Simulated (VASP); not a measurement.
Crystal: V.

```
CELL_PARAMETERS angstrom
1.65270 0.95419 3.06473
-1.65270 0.95419 3.06473
0.00000 -1.90837 3.06473
ATOMIC_POSITIONS crystal
V 0.22754 0.22754 0.22754
V 0.77246 0.77246 0.77246
```

* Program: VASP 6.6.1
* Task: relaxation of cell and atoms
* Functional: PBEsol
* Potentials or basis: VASP PAW PBE potentials, release 64 (V_sv)
* Cutoff: 600 eV
* k mesh: 6 × 6 × 6
* Occupations: gaussian, width 0.1 eV
* Spin: no spin polarisation

At the start: pressure 1.1 GPa; volume 14.50 Å³/atom.

Problem. How do energy, volume and symmetry change on relaxing?

Solution. Over 15 steps the energy falls by 993.7 meV/atom and the volume is 13.25 Å³/atom (-8.6 %); space group R-3m (No. 166, to 0.1 Å) before and after.

The path:
| step | energy change (eV) | largest force (eV/Å) | pressure (GPa) | volume (Å³) |
| --- | --- | --- | --- | --- |
| 1 | 0.0000 | 4.1211 | 1.10 | 29.00 |
| 2 | -1.0676 | 0.1962 | -9.12 | 29.40 |
| 3 | -1.0790 | 0.2737 | -9.36 | 29.43 |
| 4 | -1.5419 | 1.9340 | 9.12 | 25.81 |
| 5 | -1.5443 | 2.0238 | 11.55 | 25.50 |
| 6 | -1.7945 | 1.3842 | 11.35 | 25.33 |
| 7 | -1.8097 | 1.4849 | 12.70 | 25.23 |
| 8 | -1.9318 | 0.7911 | -1.87 | 26.92 |
| 9 | -1.9339 | 0.7049 | -3.48 | 27.17 |
| 10 | -1.9687 | 0.4265 | -2.37 | 26.89 |
| 11 | -1.9860 | 0.0234 | -0.57 | 26.58 |
| 12 | -1.9864 | 0.0601 | -0.02 | 26.52 |
| 13 | -1.9864 | 0.0430 | -0.11 | 26.53 |
| 14 | -1.9873 | 0.0153 | 0.00 | 26.51 |
| 15 | -1.9875 | 0.0024 | 0.06 | 26.50 |

Final structure:
```cif
data_structure
_symmetry_space_group_name_H-M 'P 1'
_symmetry_Int_Tables_number 1
_cell_length_a 4.1940
_cell_length_b 4.1940
_cell_length_c 4.1940
_cell_angle_alpha 39.191
_cell_angle_beta 39.191
_cell_angle_gamma 39.191
_cell_volume 26.50
loop_
_atom_site_label
_atom_site_type_symbol
_atom_site_fract_x
_atom_site_fract_y
_atom_site_fract_z
_atom_site_occupancy
V1 V 0.25001 0.25001 0.25001 1
V2 V 0.74999 0.74999 0.74999 1
```

Caveat: the k points lie up to 0.44 Å⁻¹ apart in the final cell, too coarse for converged energies and pressures of a metal; a cell axis changed by over 15 % at a fixed basis, so the end point is rough; the PAW data sets were made with another functional, which shifts forces and pressure a little.
